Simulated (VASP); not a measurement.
Set up this calculation in VASP 6.6.1, as the native input.

```yaml
Task: single point
Functional: PBEsol
Potentials_or_basis: VASP PAW PBE potentials, release 64 (Cu)
Cutoff: 520 eV
k_mesh: 14 × 14 × 8
Occupations: gaussian, width 0.15 eV
Spin: no spin polarisation
Dipole_correction: no
Further_INCAR_settings: ALGO = Fast; EDIFF = 1e-07; NBANDS = 18
```

The structure of Cu lies in POSCAR:

```
Cu
1.0
   -1.4450917292      1.4450917292      1.3600072005
    1.4450917292     -1.4450917292      1.3600072005
    2.8901834585      2.8901834585      0.0000000000
Cu
2
Direct
   -0.0526380433      0.0526279236     -0.0000038925
    0.5526380433      0.4473720764      0.5000038925
```

The input as run:

INCAR

```
PREC = Accurate
ENCUT = 520
EDIFF = 1E-7
ISMEAR = 0
SIGMA = 0.15
LREAL = False
LASPH = True
NELM = 60
ALGO = Fast
ISIF = 2
LWAVE = False
LCHARG = False
GGA = PS
NBANDS = 18
```

KPOINTS

```
regular mesh
0
Gamma
  14 14 8
```

Potentials or basis: VASP PAW PBE potentials, release 64 (Cu).

The run is started by

```bash
$ cat potpaw_PBE.64/Cu/POTCAR > POTCAR
$ mpirun -np 1 vasp_std > vasp.out
```

It gave:

- Pressure: 0.8 GPa
- Band gap on the k mesh: zero (band 11 reaches 12.20 eV, above the bottom of band 12 at 5.97 eV)

Caveat: the PAW data sets were made with another functional, which shifts forces and pressure a little.

Run time: 4.8 min on 1 thread of Intel(R) Xeon(R) Platinum 8259CL CPU @ 2.50GHz (Skylake/Cascade Lake) (shared host), peak memory 0.35 GiB.
